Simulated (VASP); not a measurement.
# Pt3I in VASP: single point with PBE

Aim: the single point of Pt3I with PBE.

Program: VASP 6.6.1. These are calculated values, not measurements. Logs are shortened: lines on timing, memory, paths and dates and some standing lists are left out, and cuts for length are marked.

### Step 1. The cell of the first run

The typed cell holds 8 atoms: a = 6.206 Å, b = 6.206 Å, c = 4.978 Å, α = 90.00°, β = 90.00°, γ = 60.00°.

### Step 2. Single point, PBE

The input, INCAR:

```
SYSTEM = Pt3I
ALGO = Normal
EDIFF = 1E-6
ENCUT = 520
GGA = PE
ISIF = 2
ISMEAR = -1
LASPH = .True.
LCHARG = .False.
LREAL = .False.
LWAVE = .False.
NBANDS = 47
NELM = 80
PREC = Accurate
SIGMA = 0.1
```

The input, KPOINTS:

```
k-points
0
Gamma
  6 6 7
  0 0 0
```

The input, POSCAR:

```
Pt3I
1.0
    3.1031130000      5.3747440000      0.0000000000
   -3.1031130000      5.3747440000      0.0000000000
    0.0000000000      0.0000000000      4.9778740000
I Pt
2 6
Direct
    0.3333000000      0.3334000000      0.2500000000
    0.6666000000      0.6667000000      0.7500000000
    0.8391900000      0.8391900000      0.2500000000
    0.1608100000      0.6783800000      0.7500000000
    0.3216200000      0.8391900000      0.2500000000
    0.1608100000      0.1608100000      0.7500000000
    0.8391900000      0.3216200000      0.2500000000
    0.6783800000      0.1608100000      0.7500000000
```

Potentials or basis: VASP PAW PBE potentials, release 64 (I, Pt).

On the command line:

```console
cat potpaw_PBE.64/I/POTCAR potpaw_PBE.64/Pt/POTCAR > POTCAR
mpirun -np 1 vasp_std > vasp.out
```

OUTCAR:

```text
SYSTEM = Pt3I
   EDIFF = 1E-6
   ENCUT = 520
   GGA = PE
   ISIF = 2
   ISMEAR = -1
   LASPH = .True.
   LREAL = .False.
   NELM = 80
   PREC = Accurate

 ion  position               nearest neighbor table
   1  0.333  0.333  0.250-   5 3.10   3 3.10   4 3.10   4 3.10   7 3.10   7 3.10   6 3.10   6 3.10
                             8 3.10   8 3.10   5 3.10   3 3.10
   2  0.667  0.667  0.750-   4 3.10   6 3.10   5 3.10   5 3.10   8 3.10   8 3.10   3 3.10   3 3.10
                             7 3.10   7 3.10   4 3.10   6 3.10
   3  0.839  0.839  0.250-   5 2.99   7 2.99   4 3.03   8 3.03   4 3.03   8 3.03   1 3.10   2 3.10
                             2 3.10   1 3.10   7 3.21   5 3.21
   4  0.161  0.678  0.750-   6 2.99   8 2.99   5 3.03   5 3.03   3 3.03   3 3.03   2 3.10   1 3.10
                             1 3.10   2 3.10   6 3.21   8 3.21
   5  0.322  0.839  0.250-   3 2.99   7 2.99   4 3.03   4 3.03   6 3.03   6 3.03   1 3.10   2 3.10
                             2 3.10   1 3.10   3 3.21   7 3.21
   6  0.161  0.161  0.750-   4 2.99   8 2.99   7 3.03   5 3.03   5 3.03   7 3.03   2 3.10   1 3.10
                             1 3.10   2 3.10   8 3.21   4 3.21
   7  0.839  0.322  0.250-   3 2.99   5 2.99   8 3.03   8 3.03   6 3.03   6 3.03   1 3.10   1 3.10
                             2 3.10   2 3.10   3 3.21   5 3.21
   8  0.678  0.161  0.750-   6 2.99   4 2.99   7 3.03   7 3.03   3 3.03   3 3.03   2 3.10   2 3.10
                             1 3.10   1 3.10   6 3.21   4 3.21

  LATTYP: Found a hexagonal cell.
 ALAT       =     6.2062213428
 C/A-ratio  =     0.8020780641

  Lattice vectors:

 A1 = (   3.1031130000,  -5.3747440000,   0.0000000000)
 A2 = (   3.1031130000,   5.3747440000,   0.0000000000)
 A3 = (   0.0000000000,   0.0000000000,   4.9778740000)

Analysis of symmetry for initial positions (statically):
=====================================================================
 Subroutine PRICEL returns:
 Original cell was already a primitive cell.

 Routine SETGRP: Setting up the symmetry group for a
 hexagonal supercell.

 Subroutine GETGRP returns: Found  4 space group operations
 (whereof  2 operations were pure point group operations)
 out of a pool of 24 trial point group operations.

The static configuration has the point symmetry C_2 .
 The point group associated with its full space group is C_2v.

Analysis of symmetry for dynamics (positions and initial velocities):
=====================================================================
 Subroutine PRICEL returns:
 Original cell was already a primitive cell.

 Routine SETGRP: Setting up the symmetry group for a
 hexagonal supercell.

 Subroutine GETGRP returns: Found  4 space group operations
 (whereof  2 operations were pure point group operations)
 out of a pool of 24 trial point group operations.

The dynamic configuration has the point symmetry C_2 .
 The point group associated with its full space group is C_2v.

 Subroutine INISYM returns: Found  4 space group operations
 (whereof  2 operations are pure point group operations),
 and found     1 'primitive' translations

----------------------------------------------------------------------------------------

                                     Primitive cell

  volume of cell :     166.0463

  direct lattice vectors                    reciprocal lattice vectors
     3.103113000  5.374744000  0.000000000     0.161128518  0.093027687  0.000000000
    -3.103113000  5.374744000  0.000000000    -0.161128518  0.093027687  0.000000000
     0.000000000  0.000000000  4.977874000     0.000000000  0.000000000  0.200888974

  length of vectors
     6.206221343  6.206221343  4.977874000     0.186055233  0.186055233  0.200888974

  position of ions in fractional coordinates (direct lattice)
     0.333300000  0.333400000  0.250000000
     0.666600000  0.666700000  0.750000000
     0.839190000  0.839190000  0.250000000
     0.160810000  0.678380000  0.750000000
     0.321620000  0.839190000  0.250000000
     0.160810000  0.160810000  0.750000000
     0.839190000  0.321620000  0.250000000
     0.678380000  0.160810000  0.750000000

  ion indices of the primitive-cell ions
   primitive index   ion index
                 1           1
                 2           2
                 3           3
                 4           4
                 5           5
                 6           6
                 7           7
                 8           8

----------------------------------------------------------------------------------------

 KPOINTS: k-points

Automatic generation of k-mesh.
 Grid dimensions read from file:
 generate k-points for:    6    6    7

 Generating k-lattice:

  Cartesian coordinates                     Fractional coordinates (reciprocal lattice)
     0.026854753  0.015504614  0.000000000     0.166666667  0.000000000  0.000000000
    -0.026854753  0.015504614  0.000000000     0.000000000  0.166666667  0.000000000
     0.000000000  0.000000000  0.028698425     0.000000000  0.000000000  0.142857143

  Length of vectors
     0.031009206  0.031009206  0.028698425

  Shift w.r.t. Gamma in fractional coordinates (k-lattice)
     0.000000000  0.000000000  0.000000000

 Subroutine IBZKPT returns following result:
 ===========================================

 Found     52 irreducible k-points:

 Following reciprocal coordinates:
            Coordinates               Weight
  0.000000  0.000000  0.000000      1.000000
  0.166667  0.000000  0.000000      4.000000
  0.166667  0.166667  0.000000      2.000000
  0.333333  0.000000  0.000000      4.000000
  0.333333  0.333333  0.000000      2.000000
  0.500000 -0.000000  0.000000      2.000000
[... 16 lines left out ...]
  0.500000  0.166667  0.142857      8.000000
  0.333333  0.500000  0.142857      8.000000
 [... further k-points ...]
   k-points           NKPTS =     52   k-points in BZ     NKDIM =     52   number of bands    NBANDS=     47
   number of dos      NEDOS =    301   number of ions     NIONS =      8
   total plane-waves  NPLWV =  92160
   dimension x,y,z NGX =    48 NGY =   48 NGZ =   40
   dimension x,y,z NGXF=    96 NGYF=   96 NGZF=   80
   ions per type =               2   6
   NGX,Y,Z   is equivalent  to a cutoff of  12.86, 12.86, 13.36 a.u.
   NGXF,Y,Z  is equivalent  to a cutoff of  25.72, 25.72, 26.72 a.u.
 SYSTEM =  Pt3I
   PREC   = accura    normal or accurate (medium, high low for compatibility)
   ISTART =      0    job   : 0-new  1-cont  2-samecut
   ICHARG =      2    charge: 1-file 2-atom 10-const
   ISPIN  =      1    spin polarized calculation?
   LNONCOLLINEAR =      F non collinear calculations
   LSORBIT =      F    spin-orbit coupling
   LASPH  =      T    aspherical Exc in radial PAW
   ENCUT  =  520.0 eV  38.22 Ry    6.18 a.u.  11.54 11.54  9.26*2*pi/ulx,y,z
   NELM   =     80;   NELMIN=  2; NELMDL= -5     # of ELM steps
   EDIFF  = 0.1E-05   stopping-criterion for ELM
   LREAL  =      F    real-space projection
   EDIFFG = 0.1E-04   stopping-criterion for IOM
   NSW    =      0    number of steps for IOM
   IBRION =     -1    ionic relax: 0-MD 1-quasi-New 2-CG
   NFREE  =      0    steps in history (QN), initial steepest desc. (CG)
   ISIF   =      2    stress and relaxation
   ISYM   =      2    0-nonsym 1-usesym 2-fastsym
   POTIM  = 0.5000    time-step for ionic-motion
   TEBEG  =    0.0;   TEEND  =   0.0 temperature during run
   PSTRESS=    0.0 pullay stress
   NELECT =      74.0000    total number of electrons
   NUPDOWN=      -1.0000    fix difference up-down
   EMIN   =  10.00;   EMAX   =-10.00  energy-range for DOS
   EFERMI =   0.00;   METHOD = LEGACY
   ISMEAR =    -1;   SIGMA  =   0.10  broadening in eV -4-tet -1-fermi 0-gaus
   EFERMI_NEDOS =   21; number of points for ismear=-14 and -15
   IALGO  =     38    algorithm
   IMIX   =      4    mixing-type and parameters
     AMIX     =   0.40;   BMIX     =  1.00
     AMIX_MAG =   1.60;   BMIX_MAG =  1.00
  volume/ion in A,a.u.               =      20.76       140.07
  Fermi-wavevector in a.u.,A,eV,Ry     =   1.250477  2.363059 21.275325  1.563692
  Thomas-Fermi vector in A             =   2.384469
   LORBIT       =      0    0 simple, 1 ext, 2 COOP (PROOUT), +10 PAW based schemes
   GGA     = PE    functional components
   LHFCALC =     F    Hartree Fock is set to
   AEXX    =    0.0000 exact exchange contribution
   IVDW    =     0    specifies the selected vdW correction
   LEPSILON=     F    determine dielectric tensor
   LRPA    =     F    only Hartree local field effects (RPA)
 non-spin polarized calculation
  energy-cutoff  :      520.00
  volume of cell :      166.05
 maximum number of plane-waves:      4494
 NGX is ok and might be reduce to    48
   NGX = 23   NGY = 23   NGZ = 19

 number of electron      74.0000004 magnetization

 Free energy of the ion-electron system (eV)
  ---------------------------------------------------
  ext. energy  EPLUGINS =         0.00000000
  ---------------------------------------------------
  free energy    TOTEN  =       -33.90521501 eV

  energy without entropy =      -33.49206281  energy(sigma->0) =      -33.69863891

 E-fermi :   8.1149     XC(G=0): -11.6271

 val. band max:        8.1129475946   @ k =   0.3333   0.3333   0.4286
 cond. band min:       8.1151225565   @ k =  -0.3333   0.3333   0.1429
 fundamental gap:      0.0021749619
 Fermi energy:         8.1148691752

 k-point     1 :       0.0000    0.0000    0.0000
  band No.  band energies     occupation
      1      -6.5392      2.00000
      2      -5.9803      2.00000
      3       2.4715      2.00000
      4       2.6056      2.00000
      5       2.6058      2.00000
      6       2.7770      2.00000
[... 39 lines left out ...]
     46      13.5130      0.00000
     47      13.9850      0.00000

 k-point     2 :       0.1667    0.0000    0.0000
  band No.  band energies     occupation
      1      -6.4883      2.00000
      2      -5.9925      2.00000
      3       1.8768      2.00000
      4       2.1686      2.00000
      5       2.5181      2.00000
      6       2.5834      2.00000
[... 39 lines left out ...]
     46      12.5571      0.00000
     47      13.7704      0.00000

 k-point     3 :       0.1667    0.1667    0.0000
  band No.  band energies     occupation
      1      -6.4883      2.00000
      2      -5.9925      2.00000
      3       1.8771      2.00000
      4       2.1685      2.00000
      5       2.5181      2.00000
      6       2.5834      2.00000
[... 39 lines left out ...]
     46      12.5575      0.00000
     47      13.7702      0.00000

 k-point     4 :       0.3333    0.0000    0.0000
  band No.  band energies     occupation
      1      -6.3640      2.00000
      2      -6.0382      2.00000
      3       1.1931      2.00000
      4       1.8010      2.00000
      5       2.2967      2.00000
      6       2.6440      2.00000
[... 939 lines left out ...]
     46      13.2214      0.00000
     47      13.7677      0.00000

 k-point    23 :       0.5000    0.1667    0.1429
  band No.  band energies     occupation
      1      -6.2499      2.00000
      2      -6.0813      2.00000
      3       1.0291      2.00000
      4       1.7201      2.00000
      5       2.0325      2.00000
      6       2.7421      2.00000
[... 39 lines left out ...]
     46      13.2677      0.00000
     47      13.5077      0.00000

 k-point    24 :       0.3333    0.5000    0.1429
  band No.  band energies     occupation
      1      -6.2498      2.00000
      2      -6.0813      2.00000
      3       1.0292      2.00000
      4       1.7201      2.00000
      5       2.0324      2.00000
      6       2.7423      2.00000
[... 39 lines left out ...]
     46      13.2675      0.00000
     47      13.5077      0.00000

 [... further k-points ...]

------------------------ aborting loop because EDIFF is reached ----------------------------------------

  FORCE on cell =-STRESS in cart. coord.  units (eV):
  Direction    XX          YY          ZZ          XY          YZ          ZX
  --------------------------------------------------------------------------------------
  -------------------------------------------------------------------------------------
  Total      -14.0662488    -14.0657107    -16.5956119      0.0000000      0.0000000      0.0000000
  in kB     -135.7249242   -135.7197322   -160.1306925      0.0000000      0.0000000      0.0000000
  external PRESSURE =    -143.8584496 kB  Pullay stress =       0.0000000 kB

 VOLUME and BASIS-vectors are now :
 -----------------------------------------------------------------------------
  energy-cutoff  :      520.00
  volume of cell :      166.05
      direct lattice vectors                 reciprocal lattice vectors
     3.103113000  5.374744000  0.000000000     0.161128518  0.093027687  0.000000000
    -3.103113000  5.374744000  0.000000000    -0.161128518  0.093027687  0.000000000
     0.000000000  0.000000000  4.977874000     0.000000000  0.000000000  0.200888974

 POSITION                                       TOTAL-FORCE (eV/Angst)
 -----------------------------------------------------------------------------------
     -0.00031      3.58334      1.24447        -0.000532      0.000100     -0.000000
     -0.00031      7.16615      3.73341        -0.000532     -0.000100      0.000000
      0.00000      9.02086      1.24447        -0.000059      0.437984     -0.000000
     -1.60608      4.51043      3.73341        -0.379065      0.218639      0.000000
     -1.60608      6.23906      1.24447        -0.379065     -0.218639      0.000000
      0.00000      1.72863      3.73341        -0.000059     -0.437984      0.000000
      1.60608      6.23906      1.24447         0.379656     -0.219057     -0.000000
      1.60608      4.51043      3.73341         0.379656      0.219057      0.000000
 -----------------------------------------------------------------------------------
    total drift:                               -0.000012      0.000000      0.000000

  FREE ENERGIE OF THE ION-ELECTRON SYSTEM (eV)
  ---------------------------------------------------
  free  energy   TOTEN  =       -33.9052150118 eV

  energy  without entropy=      -33.4920628056  energy(sigma->0) =      -33.69863891
```

Wall time 10 min (1 thread of AMD EPYC 7R43 (Zen 3), shared host); peak memory 0.44 GiB.

What came out:

```yaml
Free_energy: -33.9052 eV
Pressure: -14.4 GPa
Largest_force: 0.438 eV/Å
Band_gap_on_the_k_mesh: zero (bands 37 and 38 overlap by 0.55 eV)
```

Forces in eV/Å, atoms in the order of the input:
```
I   -0.001  0.000  0.000
I   -0.001  0.000  0.000
Pt   0.000  0.438  0.000
Pt  -0.379  0.219  0.000
Pt  -0.379 -0.219  0.000
Pt   0.000 -0.438  0.000
Pt   0.380 -0.219  0.000
Pt   0.380  0.219  0.000
```

Stress tensor (GPa, compression positive):
```
-13.57   0.00   0.00
  0.00 -13.57   0.00
  0.00   0.00 -16.01
```

Caveat: the cell stands under tension; spin-orbit coupling is left out, which moves the levels of the heavy elements.
